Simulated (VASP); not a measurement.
Set up this calculation in VASP 6.6.1, as the native input.

```yaml
Task: single point
Functional: LDA
Potentials_or_basis: VASP PAW LDA potentials, release 64 (Sr_sv, Cl)
Cutoff: 520 eV
k_mesh: 6 × 6 × 6
Occupations: gaussian, width 0.05 eV
Spin: no spin polarisation
Dipole_correction: no
Further_INCAR_settings: ALGO = Normal; EDIFF = 1e-06; NBANDS = 19
```

The structure of SrCl2 lies in POSCAR:

```
SrCl2
1.0
    0.0000000000      3.6249200000      3.7643400000
    3.6249200000      0.0000000000      3.7643400000
    3.6249200000      3.6249200000      0.0000000000
Sr Cl
1 2
Direct
    0.0000000000      0.0000000000      0.0000000000
    0.2500000000      0.2500000000      0.2500000000
    0.7500000000      0.7500000000      0.7500000000
```

This cell differs from its parent crystal: strain +0.040 along x and y, +0.080 along z.

These files were run (other wordings do the same):

INCAR

```
ALGO = Normal
EDIFF = 1E-6
ENCUT = 520
ISIF = 2
ISMEAR = 0
LASPH = True
LCHARG = False
LREAL = False
LWAVE = False
NBANDS = 19
NELM = 100
PREC = Accurate
SIGMA = 0.05
```

KPOINTS

```
k-points
0
Gamma
  6 6 6
```

Potentials or basis: VASP PAW LDA potentials, release 64 (Sr_sv, Cl).

The run is started by

```console
$ cat potpaw_LDA.64/Sr_sv/POTCAR potpaw_LDA.64/Cl/POTCAR > POTCAR
$ mpirun -np 1 vasp_std > vasp.out
```

Results of the run:

- Pressure: -5.9 GPa
- Band gap on the k mesh: 4.25 eV (least direct gap 4.53 eV)

Caveat: the cell differs from its parent crystal (strain +0.040 along x and y, +0.080 along z); the cell stands under tension.

It took 100 s on 1 thread of Intel Xeon 8259CL, on a shared host, peak memory 0.22 GiB.
